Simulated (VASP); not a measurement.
# Pb in VASP: further runs

The runs below take Pb through single point, with PBE, PBE+D3(BJ).

All numbers are computed with VASP 6.6.1; they aren't measurements. Logs are shortened: lines on timing, memory, paths and dates and some standing lists are left out, and cuts for length are marked.

### Step 1. The cell of the first run

The cell holds a slab with vacuum, 8 atoms: a = 3.524 Å, b = 3.524 Å, c = 35.117 Å, α = 90.00°, β = 90.00°, γ = 120.00°.

### Step 2. Single point, PBE

Contents of INCAR:

```
SYSTEM = Pb
  PREC = Accurate
  ENCUT = 520
  EDIFF = 1E-7
  ISMEAR = -1
  SIGMA = 0.05
  LREAL = .FALSE.
  LASPH = .TRUE.
  NELM = 100
  ALGO = Normal
  ISIF = 2
  LWAVE = .FALSE.
  LCHARG = .TRUE.
  LDIPOL = .TRUE.
  IDIPOL = 3
  DIPOL = 0.5 0.5 0.503
  GGA = PE
  LELF = .TRUE.
  LVHAR = .TRUE.
  LVACPOTAV = .TRUE.
  NBANDS = 66
```

Contents of KPOINTS:

```
regular mesh
0
G
  9 9 1
  0 0 0
```

Contents of POSCAR:

```
Pb
1.0
    3.5243661424      0.0000000000      0.0000000000
   -1.7621830712      3.0521906115      0.0000000000
    0.0000000000      0.0000000000     35.1166731675
Pb
8
Direct
    0.3333333333      0.6666666667      0.2135737621
    0.0000000000      0.0000000000      0.2954098301
    0.6666666667      0.3333333333      0.3772458980
    0.0000000000      0.0000000000      0.4590819660
    0.3333333333      0.6666666667      0.5444595108
    0.0000000000      0.0000000000      0.6255448394
    0.6666666667      0.3333333333      0.7137417270
    0.0000000000      0.0000000000      0.7918956832
```

Potentials or basis: VASP PAW PBE potentials, release 64 (Pb_d).

Command:

```console
$ cat potpaw_PBE.64/Pb_d/POTCAR > POTCAR
$ mpirun -np 1 vasp_std > vasp.out
```

OUTCAR:

```text
SYSTEM = Pb
   PREC = Accurate
   ENCUT = 520
   EDIFF = 1E-7
   ISMEAR = -1
   LREAL = .FALSE.
   LASPH = .TRUE.
   NELM = 100
   ISIF = 2
   GGA = PE

 ion  position               nearest neighbor table
   1  0.333  0.667  0.214-   2 3.52   2 3.52   2 3.52
   2  0.000  0.000  0.295-   3 3.52   3 3.52   3 3.52   1 3.52   1 3.52   1 3.52
   3  0.667  0.333  0.377-   2 3.52   2 3.52   2 3.52   4 3.52   4 3.52   4 3.52
   4  0.000  0.000  0.459-   3 3.52   3 3.52   3 3.52   5 3.62   5 3.62   5 3.62
   5  0.333  0.667  0.544-   6 3.50   6 3.50   6 3.50   4 3.62   4 3.62   4 3.62
   6  0.000  0.000  0.626-   5 3.50   5 3.50   5 3.50   7 3.71   7 3.71   7 3.71
   7  0.667  0.333  0.714-   8 3.42   8 3.42   8 3.42   6 3.71   6 3.71   6 3.71
   8  0.000  0.000  0.792-   7 3.42   7 3.42   7 3.42

  LATTYP: Found a hexagonal cell.
 ALAT       =     3.5243661424
 C/A-ratio  =     9.9639684836

  Lattice vectors:

 A1 = (   3.5243661424,   0.0000000000,   0.0000000000)
 A2 = (  -1.7621830712,   3.0521906115,   0.0000000000)
 A3 = (   0.0000000000,   0.0000000000,  35.1166731675)

Analysis of symmetry for initial positions (statically):
=====================================================================
 Subroutine PRICEL returns:
 Original cell was already a primitive cell.

 Routine SETGRP: Setting up the symmetry group for a
 hexagonal supercell.

 Subroutine GETGRP returns: Found  6 space group operations
 (whereof  6 operations were pure point group operations)
 out of a pool of 24 trial point group operations.

The static configuration has the point symmetry C_3v.

Analysis of symmetry for dynamics (positions and initial velocities):
=====================================================================
 Subroutine PRICEL returns:
 Original cell was already a primitive cell.

 Routine SETGRP: Setting up the symmetry group for a
 hexagonal supercell.

 Subroutine GETGRP returns: Found  6 space group operations
 (whereof  6 operations were pure point group operations)
 out of a pool of 24 trial point group operations.

The dynamic configuration has the point symmetry C_3v.

 Subroutine INISYM returns: Found  6 space group operations
 (whereof  6 operations are pure point group operations),
 and found     1 'primitive' translations

----------------------------------------------------------------------------------------

                                     Primitive cell

  volume of cell :     377.7514

  direct lattice vectors                    reciprocal lattice vectors
     3.524366142  0.000000000  0.000000000     0.283738965  0.163816768  0.000000000
    -1.762183071  3.052190611  0.000000000     0.000000000  0.327633535  0.000000000
     0.000000000  0.000000000 35.116673167     0.000000000  0.000000000  0.028476502

  length of vectors
     3.524366142  3.524366142 35.116673167     0.327633535  0.327633535  0.028476502

  position of ions in fractional coordinates (direct lattice)
     0.333333333  0.666666667  0.213573762
     0.000000000  0.000000000  0.295409830
     0.666666667  0.333333333  0.377245898
     0.000000000  0.000000000  0.459081966
     0.333333333  0.666666667  0.544459511
     0.000000000  0.000000000  0.625544839
     0.666666667  0.333333333  0.713741727
     0.000000000  0.000000000  0.791895683

  ion indices of the primitive-cell ions
   primitive index   ion index
                 1           1
                 2           2
                 3           3
                 4           4
                 5           5
                 6           6
                 7           7
                 8           8

----------------------------------------------------------------------------------------

 KPOINTS: regular mesh

Automatic generation of k-mesh.
 Grid dimensions read from file:
 generate k-points for:    9    9    1

 Generating k-lattice:

  Cartesian coordinates                     Fractional coordinates (reciprocal lattice)
     0.031526552  0.018201863  0.000000000     0.111111111  0.000000000  0.000000000
     0.000000000  0.036403726  0.000000000     0.000000000  0.111111111  0.000000000
     0.000000000  0.000000000  0.028476502     0.000000000  0.000000000  1.000000000

  Length of vectors
     0.036403726  0.036403726  0.028476502

  Shift w.r.t. Gamma in fractional coordinates (k-lattice)
     0.000000000  0.000000000  0.000000000

 Subroutine IBZKPT returns following result:
 ===========================================

 Found     12 irreducible k-points:

 Following reciprocal coordinates:
            Coordinates               Weight
  0.000000  0.000000  0.000000      1.000000
  0.111111  0.000000  0.000000      6.000000
  0.222222  0.000000  0.000000      6.000000
  0.333333  0.000000  0.000000      6.000000
  0.444444  0.000000  0.000000      6.000000
  0.111111  0.111111  0.000000      6.000000
  0.222222  0.111111  0.000000     12.000000
  0.333333  0.111111  0.000000     12.000000
  0.444444  0.111111  0.000000      6.000000
  0.222222  0.222222  0.000000      6.000000
  0.333333  0.222222  0.000000     12.000000
  0.333333  0.333333  0.000000      2.000000
   k-points           NKPTS =     12   k-points in BZ     NKDIM =     12   number of bands    NBANDS=     66
   number of dos      NEDOS =    301   number of ions     NIONS =      8
   total plane-waves  NPLWV = 211680
   dimension x,y,z NGX =    28 NGY =   28 NGZ =  270
   dimension x,y,z NGXF=    56 NGYF=   56 NGZF=  540
   ions per type =               8
   NGX,Y,Z   is equivalent  to a cutoff of  13.21, 13.21, 12.78 a.u.
   NGXF,Y,Z  is equivalent  to a cutoff of  26.42, 26.42, 25.56 a.u.
 SYSTEM =  Pb
   PREC   = accura    normal or accurate (medium, high low for compatibility)
   ISTART =      0    job   : 0-new  1-cont  2-samecut
   ICHARG =      2    charge: 1-file 2-atom 10-const
   ISPIN  =      1    spin polarized calculation?
   LNONCOLLINEAR =      F non collinear calculations
   LSORBIT =      F    spin-orbit coupling
   LASPH  =      T    aspherical Exc in radial PAW
   ENCUT  =  520.0 eV  38.22 Ry    6.18 a.u.   6.55  6.55 65.29*2*pi/ulx,y,z
   NELM   =    100;   NELMIN=  2; NELMDL= -5     # of ELM steps
   EDIFF  = 0.1E-06   stopping-criterion for ELM
   LREAL  =      F    real-space projection
   EDIFFG = 0.1E-05   stopping-criterion for IOM
   NSW    =      0    number of steps for IOM
   IBRION =     -1    ionic relax: 0-MD 1-quasi-New 2-CG
   NFREE  =      0    steps in history (QN), initial steepest desc. (CG)
   ISIF   =      2    stress and relaxation
   ISYM   =      2    0-nonsym 1-usesym 2-fastsym
   POTIM  = 0.5000    time-step for ionic-motion
   TEBEG  =    0.0;   TEEND  =   0.0 temperature during run
   PSTRESS=    0.0 pullay stress
   NELECT =     112.0000    total number of electrons
   NUPDOWN=      -1.0000    fix difference up-down
   EMIN   =  10.00;   EMAX   =-10.00  energy-range for DOS
   EFERMI =   0.00;   METHOD = LEGACY
   ISMEAR =    -1;   SIGMA  =   0.05  broadening in eV -4-tet -1-fermi 0-gaus
   EFERMI_NEDOS =   21; number of points for ismear=-14 and -15
   IALGO  =     38    algorithm
   IMIX   =      4    mixing-type and parameters
     AMIX     =   0.40;   BMIX     =  1.00
     AMIX_MAG =   1.60;   BMIX_MAG =  1.00
  volume/ion in A,a.u.               =      47.22       318.65
  Fermi-wavevector in a.u.,A,eV,Ry     =   1.091638  2.062898 16.213716  1.191675
  Thomas-Fermi vector in A             =   2.227888
   LORBIT       =      0    0 simple, 1 ext, 2 COOP (PROOUT), +10 PAW based schemes
   GGA     = PE    functional components
   LHFCALC =     F    Hartree Fock is set to
   AEXX    =    0.0000 exact exchange contribution
   IVDW    =     0    specifies the selected vdW correction
   LEPSILON=     F    determine dielectric tensor
   LRPA    =     F    only Hartree local field effects (RPA)
 non-spin polarized calculation
  energy-cutoff  :      520.00
  volume of cell :      377.75
 maximum number of plane-waves:     10295
 NGX is ok and might be reduce to    28
   NGX = 13   NGY = 13   NGZ =131

 dipolmoment           0.000000      0.000000     -0.000962 electrons x Angstroem

 number of electron     112.0000010 magnetization

 dipolmoment           0.000000      0.000000      0.002729 electrons x Angstroem

 Free energy of the ion-electron system (eV)
  ---------------------------------------------------
  ext. energy  EPLUGINS =         0.00000000
  ---------------------------------------------------
  free energy    TOTEN  =       -28.16662880 eV

  energy without entropy =      -28.13940739  energy(sigma->0) =      -28.15301809

 E-fermi :   3.3079     XC(G=0):  -7.0702

 val. band max:        3.1175991855   @ k =   0.4444   0.0000   0.0000
 cond. band min:       3.3131497104   @ k =   0.3333   0.3333   0.0000
 fundamental gap:      0.1955505249
 Fermi energy:         3.3079413874

 k-point     1 :       0.0000    0.0000    0.0000
  band No.  band energies     occupation
      1     -13.8308      2.00000
      2     -13.8084      2.00000
      3     -13.7927      2.00000
      4     -13.7927      2.00000
      5     -13.7835      2.00000
      6     -13.7835      2.00000
[... 58 lines left out ...]
     65       9.2426      0.00000
     66       9.4662      0.00000

 k-point     2 :       0.1111    0.0000    0.0000
  band No.  band energies     occupation
      1     -13.8225      2.00000
      2     -13.8089      2.00000
      3     -13.7913      2.00000
      4     -13.7823      2.00000
      5     -13.7673      2.00000
      6     -13.7575      2.00000
[... 58 lines left out ...]
     65       8.5467      0.00000
     66       8.5683      0.00000

 k-point     3 :       0.2222    0.0000    0.0000
  band No.  band energies     occupation
      1     -13.8450      2.00000
      2     -13.8349      2.00000
      3     -13.7892      2.00000
      4     -13.7751      2.00000
      5     -13.7669      2.00000
      6     -13.7486      2.00000
[... 610 lines left out ...]
     65       4.8205      0.00000
     66       4.9962      0.00000

 k-point    12 :       0.3333    0.3333    0.0000
  band No.  band energies     occupation
      1     -13.8116      2.00000
      2     -13.8001      2.00000
      3     -13.7948      2.00000
      4     -13.7663      2.00000
      5     -13.7557      2.00000
      6     -13.7376      2.00000
[... 58 lines left out ...]
     65       4.7200      0.00000
     66       5.5860      0.00000

------------------------ aborting loop because EDIFF is reached ----------------------------------------

  FORCE on cell =-STRESS in cart. coord.  units (eV):
  Direction    XX          YY          ZZ          XY          YZ          ZX
  --------------------------------------------------------------------------------------
  -------------------------------------------------------------------------------------
  Total        0.3317221      0.3317221      0.0438004     -0.0000000      0.0000000      0.0000000
  in kB        1.4069509      1.4069509      0.1857731     -0.0000000      0.0000000      0.0000000
  external PRESSURE =       0.9998917 kB  Pullay stress =       0.0000000 kB

 VOLUME and BASIS-vectors are now :
 -----------------------------------------------------------------------------
  energy-cutoff  :      520.00
  volume of cell :      377.75
      direct lattice vectors                 reciprocal lattice vectors
     3.524366142  0.000000000  0.000000000     0.283738965  0.163816768  0.000000000
    -1.762183071  3.052190611  0.000000000     0.000000000  0.327633535  0.000000000
     0.000000000  0.000000000 35.116673167     0.000000000  0.000000000  0.028476502

 POSITION                                       TOTAL-FORCE (eV/Angst)
 -----------------------------------------------------------------------------------
     -0.00000      2.03479      7.50000        -0.000000      0.000000      0.158963
      0.00000      0.00000     10.37381         0.000000     -0.000000     -0.327620
      1.76218      1.01740     13.24762        -0.000000     -0.000000      0.107503
      0.00000      0.00000     16.12143        -0.000000     -0.000000      0.061003
     -0.00000      2.03479     19.11961         0.000000     -0.000000      0.001105
      0.00000      0.00000     21.96705         0.000000      0.000000      0.004736
      1.76218      1.01740     25.06423        -0.000000     -0.000000      0.009257
      0.00000      0.00000     27.80874        -0.000000     -0.000000     -0.014947
 -----------------------------------------------------------------------------------
    total drift:                               -0.000000      0.000000     -0.001020

  FREE ENERGIE OF THE ION-ELECTRON SYSTEM (eV)
  ---------------------------------------------------
  free  energy   TOTEN  =       -28.1666287974 eV

  energy  without entropy=      -28.1394073916  energy(sigma->0) =      -28.15301809

 vacuum level on the upper side and lower side of the slab         7.147         7.101
```

Wall time 6 min (1 thread of Intel Xeon 6975P-C (Granite Rapids), shared host); peak memory 0.59 GiB.

Results:

- Free energy: -28.1666 eV
- Largest force: 0.328 eV/Å
- Band gap on the k mesh: zero (bands 56 and 57 overlap by 5.24 eV)

Forces in eV/Å, atoms in the order of the input:
```
Pb   0.000  0.000  0.159
Pb   0.000  0.000 -0.328
Pb   0.000  0.000  0.108
Pb   0.000  0.000  0.061
Pb   0.000  0.000  0.001
Pb   0.000  0.000  0.005
Pb   0.000  0.000  0.009
Pb   0.000  0.000 -0.015
```

Caveat: spin-orbit coupling is left out, which moves the levels of the heavy elements.

(Part 1 of 2 ends here.)
